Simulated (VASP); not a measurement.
Set up this calculation in VASP 6.6.1, as the native input.

- Task: single point
- Functional: PBE
- Potentials or basis: VASP PAW PBE potentials, release 64 (B, P)
- Cutoff: 520 eV
- k mesh: 12 × 12 × 12
- Occupations: gaussian, width 0.05 eV
- Spin: no spin polarisation
- Dipole correction: no
- Further INCAR settings: ALGO = Normal; EDIFF = 1e-06; NBANDS = 11

The structure of BP lies in POSCAR:

```
BP
1.0
    0.0000000000      2.2741350292      2.2741350292
    2.2741350292      0.0000000000      2.2741350292
    2.2741350292      2.2741350292      0.0000000000
B P
1 1
Direct
    0.0000000000      0.0000000000      0.0000000000
    0.7500000000      0.7500000000      0.7500000000
```

The input as run:

INCAR

```
  ALGO = Normal
  EDIFF = 1E-6
  ENCUT = 520
  GGA = PE
  ISIF = 2
  ISMEAR = 0
  LASPH = T
  LCHARG = F
  LREAL = F
  LWAVE = F
  NBANDS = 11
  NELM = 60
  PREC = Accurate
  SIGMA = 0.05
```

KPOINTS

```
k-points
0
Gamma
  12 12 12
```

Potentials or basis: VASP PAW PBE potentials, release 64 (B, P).

Run with:

```console
$ cat potpaw_PBE.64/B/POTCAR potpaw_PBE.64/P/POTCAR > POTCAR
$ mpirun -np 1 vasp_std > vasp.out
```

Results of the run:

The pressure is -0.2 GPa. The band gap on the k mesh is 1.25 eV, indirect (least direct gap 3.39 eV).

Wall time 14 s on 1 thread of AMD EPYC 7R13 Processor (Zen 3) (shared host), peak memory 0.11 GiB.
